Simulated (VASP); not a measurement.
Rb3Pt, 4 atoms in the cell. Symmetry: Pm-3m, No. 221, cubic system. Conventional cell: a = 5.499 Å, b = 5.499 Å, c = 5.499 Å, α = 90.00°, β = 90.00°, γ = 90.00°. Within 5.1 Å of Rb (site symmetry 4/mmm) lie 8 Rb at 3.89 Å and 4 Pt at 3.89 Å. Pt (site symmetry m-3m) has 12 Rb at 3.89 Å within 5.1 Å. 

```yaml
Program: VASP 6.6.1
Task: single point
Functional: PBEsol
Potentials_or_basis: VASP PAW PBE potentials, release 64 (Rb_sv, Pt)
Cutoff: 500 eV
k_mesh: 4 × 4 × 4
Occupations: gaussian, width 0.1 eV
Spin: no spin polarisation
Dipole_correction: no
Further_INCAR_settings: ALGO = Normal; EDIFF = 1e-06; NBANDS = 26
```

Potentials or basis: VASP PAW PBE potentials, release 64 (Rb_sv, Pt).

Command:

```bash
$ cat potpaw_PBE.64/Rb_sv/POTCAR potpaw_PBE.64/Pt/POTCAR > POTCAR
$ mpirun -np 1 vasp_std > vasp.out
```

Hardware: 1 thread of Intel(R) Xeon(R) Platinum 8259CL CPU @ 2.50GHz (Skylake/Cascade Lake), on a shared host.

Question: Estimate the wall time of this run.

Answer: Run time: 42 s on 1 thread of Intel(R) Xeon(R) Platinum 8259CL CPU @ 2.50GHz (Skylake/Cascade Lake), with other jobs on the host, peak memory 0.25 GiB. Counts: scf iterations 13, k points 10.
